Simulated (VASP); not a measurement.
A run of VASP 6.6.1:

POSCAR

```
Rh
1.0
    0.0000000000      1.9008071576      1.9008071576
    1.9008071576      0.0000000000      1.9008071576
    1.9008071576      1.9008071576      0.0000000000
Rh
1
Direct
    0.0000000000      0.0000000000      0.0000000000
```

Contents of INCAR.step1:

```
ALGO = Normal ; EDIFF = 1E-4
ENCUT = 520 ; GGA = PE
ISMEAR = -1 ; LASPH = T
LCHARG = F ; LREAL = F
LWAVE = T ; NBANDS = 14
NELM = 100 ; PREC = Accurate
SIGMA = 0.1
```

Contents of INCAR.step2:

```
ALGO = Normal ; EDIFF = 1E-6
ENCUT = 520 ; ISIF = 2
ISMEAR = -1 ; ISTART = 1
LASPH = T ; LCHARG = T
LELF = T ; LMIXTAU = T
LREAL = F ; LVHAR = T
LWAVE = F ; METAGGA = R2SCAN
NBANDS = 14 ; NELM = 100
PREC = Accurate ; SIGMA = 0.1
```

KPOINTS

```
k-points
0
Gamma
  23 23 23
```

Potentials or basis: VASP PAW PBE potentials, release 64 (Rh_pv).

Run with:

```sh
$ cat potpaw_PBE.64/Rh_pv/POTCAR > POTCAR
$ cp INCAR.step1 INCAR
$ mpirun -np 1 vasp_std > vasp.out
$ cp INCAR.step2 INCAR
$ mpirun -np 1 vasp_std > vasp.out
```

Hardware: 1 thread of Intel(R) Xeon(R) Platinum 8259CL CPU @ 2.50GHz (Skylake/Cascade Lake) (shared host).

Problem. Estimate the wall time of this run.

Solution. It took 3.7 min on 1 thread of Intel(R) Xeon(R) Platinum 8259CL CPU @ 2.50GHz (Skylake/Cascade Lake), on a shared host, peak memory 0.18 GiB. Counts: k points 364.
